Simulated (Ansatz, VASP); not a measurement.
Two plane-wave programs on Be2Se

```
CELL_PARAMETERS angstrom
4.68929 0.00000 0.00000
0.00000 5.70966 0.00000
0.00000 0.00000 3.50915
ATOMIC_POSITIONS crystal
Be 0.31981 0.89785 0.50000
Be 0.81981 0.60215 0.00000
Be 0.68019 0.10215 0.50000
Be 0.18019 0.39785 0.00000
Se 0.50000 0.50000 0.50000
Se 0.00000 0.00000 0.00000
```

Alike in both runs: functional PBE; k mesh 4 × 4 × 6; occupations gaussian, width 0.1 eV; no spin polarisation.

Ansatz relaxed the structure, and its values are those at the end. VASP's run is a single point on that final structure, the one shown.

|  | VASP | Ansatz |
| --- | --- | --- |
| version | VASP 6.6.1 | Ansatz 0.2.0 |
| potentials or method | VASP PAW PBE potentials, release 64 (Be, Se), cutoff 520 eV | scalar-relativistic, plane waves, PAW |
| valence electrons in the cell | 20 | 40 |

```tsv
	VASP	Ansatz	Ansatz less VASP
gap on the k mesh at the Fermi level (eV)	none	none	-
pressure (GPa)	0.3	0.2	-0.09
rms of the force components (eV/Å)	0.010	0.011	+0.0009
```

A gap of «none» marks a metal or a gap that the smearing closes. With one functional, cell and mesh, what is left measures potentials, basis and numerics. VASP's potentials hold 20 valence electrons a cell and Ansatz's 40, so a difference there can come from the potentials and not from the codes.
